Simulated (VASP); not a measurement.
Here is a VASP 6.6.1 calculation.

INCAR

```
SYSTEM = TiB2
  ALGO = Normal
  EDIFF = 1E-6
  ENCUT = 520
  GGA = PE
  ISIF = 2
  ISMEAR = 0
  LASPH = .True.
  LCHARG = .True.
  LELF = .True.
  LREAL = .False.
  LVHAR = .True.
  LWAVE = .False.
  NBANDS = 16
  NELM = 100
  PREC = Accurate
  SIGMA = 0.15
```

Contents of KPOINTS:

```
k-points
0
Gamma
  18 18 14
  0 0 0
```

The input POSCAR:

```
TiB2
1.0
    3.0318048529      0.0000000000      0.0000000000
   -1.5159024265      2.6124919218      0.0000000000
    0.0000000000      0.0000000000      3.2242295241
Ti B
1 2
Direct
    0.0000000000      0.0000000000      0.0000000000
    0.3333333333      0.6666666667      0.5000000000
    0.6666666667      0.3333333333      0.5000000000
```

Potentials or basis: VASP PAW PBE potentials, release 64 (Ti_sv, B).

Launch:

```sh
$ cat potpaw_PBE.64/Ti_sv/POTCAR potpaw_PBE.64/B/POTCAR > POTCAR
$ mpirun -np 1 vasp_std > vasp.out
```

Task: Estimate the largest force.

Result: 0.017 eV/Å.

Task: Estimate the pressure.

Result: 1.6 GPa.

Task: Estimate the band gap on the k mesh.

Result: Zero (bands 9 and 10 overlap by 0.62 eV).

Forces on the atoms (eV/Å):
```
Ti   0.000  0.000  0.000
B    0.000 -0.017  0.000
B    0.000  0.017  0.000
```

Caveat: the cell differs from its parent crystal (strain -0.0050 x Voigt [0, 1, 0, 0, 0, 0]).
